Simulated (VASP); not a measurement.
Here is a VASP 6.6.1 calculation.

The input POSCAR:

```
ReS
1.0
    0.0000000000      2.6183291373      2.6183291373
    2.6183291373      0.0000000000      2.6183291373
    2.6183291373      2.6183291373      0.0000000000
Re S
1 1
Direct
    0.0000000000      0.0000000000      0.0000000000
    0.2500000000      0.2500000000      0.2500000000
```

INCAR.step1

```
SYSTEM = ReS
PREC     = Accurate       ! precision mode
ENCUT    = 520            ! plane-wave cutoff, eV
ISMEAR   = 0              ! smearing method
SIGMA    = 0.05           ! smearing width, eV
LREAL    = .FALSE.        ! projectors in reciprocal space
LASPH    = .TRUE.         ! aspherical terms in the spheres
NELM     = 150            ! most SCF steps
ISPIN    = 2              ! spin polarisation
MAGMOM   = 2 0            ! initial moments
LMAXMIX  = 4              ! l up to which the mixer works
NBANDS   = 18             ! bands
GGA      = PE             ! functional
ALGO     = Normal         ! electronic algorithm
EDIFF    = 1E-4           ! SCF threshold, eV
LWAVE    = .TRUE.         ! write WAVECAR
LCHARG   = .FALSE.        ! write CHGCAR
```

File INCAR.step2:

```
SYSTEM = ReS
PREC     = Accurate       ! precision mode
ENCUT    = 520            ! plane-wave cutoff, eV
EDIFF    = 1E-7           ! SCF threshold, eV
ISMEAR   = 0              ! smearing method
SIGMA    = 0.05           ! smearing width, eV
LREAL    = .FALSE.        ! projectors in reciprocal space
LASPH    = .TRUE.         ! aspherical terms in the spheres
NELM     = 150            ! most SCF steps
ALGO     = Normal         ! electronic algorithm
ISIF     = 2              ! what is computed and relaxed
LWAVE    = .FALSE.        ! write WAVECAR
LCHARG   = .FALSE.        ! write CHGCAR
ISPIN    = 2              ! spin polarisation
MAGMOM   = 2 0            ! initial moments
LORBIT   = 11             ! projections on sites
LMAXMIX  = 4              ! l up to which the mixer works
METAGGA  = R2SCAN         ! meta-GGA
LMIXTAU  = .TRUE.       
NBANDS   = 18             ! bands
ISTART   = 1
```

KPOINTS

```
Automatic mesh
0
G
  12 12 12
  0 0 0
```

Potentials or basis: VASP PAW PBE potentials, release 64 (Re, S).

Command:

```console
$ cat potpaw_PBE.64/Re/POTCAR potpaw_PBE.64/S/POTCAR > POTCAR
$ cp INCAR.step1 INCAR
$ mpirun -np 1 vasp_std > vasp.out
$ cp INCAR.step2 INCAR
$ mpirun -np 1 vasp_std > vasp.out
```

Q: What does it give for the pressure?

A: -1.3 GPa.

Q: Estimate the site moments.

A: Re +0.20; S +0.00 μB.

Q: Estimate the net moment.

A: 0.22 μB per cell.

Caveat: the PAW data sets were made with another functional, which shifts forces and pressure a little.
